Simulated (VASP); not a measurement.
# BN (rocksalt type): single point with PBE

BN (rocksalt type):

```
B N
1.0
     0.00000    1.75174    1.75174
     1.75174    0.00000    1.75174
     1.75174    1.75174    0.00000
B N
1 1
Cartesian
  0.0000 0.0000 0.0000
  1.7517 1.7517 1.7517
```

```json
{"Program": "VASP 6.6.1", "Task": "single point", "Functional": "PBE", "Potentials or basis": "VASP PAW PBE potentials, release 64 (B, N)", "Cutoff": "520 eV", "k mesh": "15 × 15 × 15", "Occupations": "fermi-dirac, width 0.08 eV", "Spin": "no spin polarisation", "Dipole correction": "no", "Further INCAR settings": "ALGO = Normal; EDIFF = 1e-06; NBANDS = 11"}
```

The pressure is -0.1 GPa and the band gap on the k mesh is 1.19 eV, indirect (least direct gap 5.89 eV).

Levels at points of the mesh, in eV from the valence-band top:
```
           k point  band 2  band 3  band 4  band 5  band 6  band 7
(0.00, 0.00, 0.00)   -0.89   -0.89   -0.89    8.99   11.97   11.97
```

It took 6.4 s on 1 thread of Intel(R) Xeon(R) Platinum 8488C (Sapphire Rapids) (shared host), peak memory 0.12 GiB.

A k mesh can miss the band edges. Expect the measured gap to be larger: semilocal functionals such as PBE lack the derivative discontinuity.
